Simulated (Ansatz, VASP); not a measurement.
## Two plane-wave programs on ScAl

```
Sc Al
1.0
     3.37035    0.00000    0.00000
     0.00000    3.37035    0.00000
     0.00000    0.00000    3.37035
Sc Al
1 1
Direct
  0.50000 0.50000 0.50000
  0.01113 0.00000 0.00000
```

Change from the starting cell: all Al atoms moved +0.037 Å, as atom 2 along Cartesian [1 0 0].

Alike in both runs: task single point; functional r2SCAN; k mesh 14 × 14 × 14; occupations gaussian, width 0.15 eV; no spin polarisation.

|  | VASP | Ansatz |
| --- | --- | --- |
| version | VASP 6.6.1 | Ansatz 0.2.0 |
| potentials or method | VASP PAW PBE potentials, release 64 (Sc_sv, Al), cutoff 520 eV | scalar-relativistic, plane waves, PAW |
| valence electrons in the cell | 14 | 14 |

```csv
,VASP,Ansatz,Ansatz less VASP
gap on the k mesh at the Fermi level (eV),none,none,-
pressure (GPa),0.2,0.0,-0.15
rms of the force components (eV/Å),0.117,0.116,-0.0009
```

VASP's potentials were made for PBE, not for r2SCAN. Atom by atom the forces differ by 0.001 eV/Å (rms over components). A gap of «none» marks a metal or a gap that the smearing closes.
